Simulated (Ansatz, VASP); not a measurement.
# Two plane-wave programs on HfO2

```
Hf O
1.0
     0.00000    2.55750    2.55750
     2.89304    0.00000    2.55750
     2.89304    2.55750    0.00000
Hf O
1 2
Direct
  0.00000 0.00000 0.00000
  0.25000 0.25000 0.25000
  0.75000 0.75000 0.75000
```

Change from the starting cell: strain +0.1312 x Voigt [1, 0, 0, 0, 0, 0], atoms carried along.

Alike in both runs: task single point; functional r2SCAN; k mesh 8 × 8 × 8; occupations gaussian, width 0.05 eV; no spin polarisation.

|  | VASP | Ansatz |
| --- | --- | --- |
| version | VASP 6.6.1 | Ansatz 0.2.0 |
| potentials or method | VASP PAW PBE potentials, release 64 (Hf_pv, O), cutoff 520 eV | scalar-relativistic, plane waves, PAW |
| valence electrons in the cell | 22 | 38 |

Ansatz gave:

```
gap on the k mesh at the Fermi level (eV)                     : 2.35
least direct gap on the mesh (eV)                             : 2.85
pressure (GPa)                                                : -29.9
traceless stress, the component that is largest in VASP (GPa) : -34.32
```

Q: Which values does VASP return?

A: gap on the k mesh at the Fermi level (eV): 2.33; least direct gap on the mesh (eV): 2.82; pressure (GPa): -32.4; traceless stress, the component that is largest in VASP (GPa): -34.69.

VASP's potentials were made for PBE, not for r2SCAN. Both programs put the cell under strong tension, so it lies far from rest at this level. The functional is the same, so the differences come from potentials, cutoffs and numerics. VASP's potentials hold 22 valence electrons a cell and Ansatz's 38, so a difference there can come from the potentials and not from the codes.

Spin-orbit coupling is off throughout. Noted on VASP's run: the cell as given lies far from equilibrium.
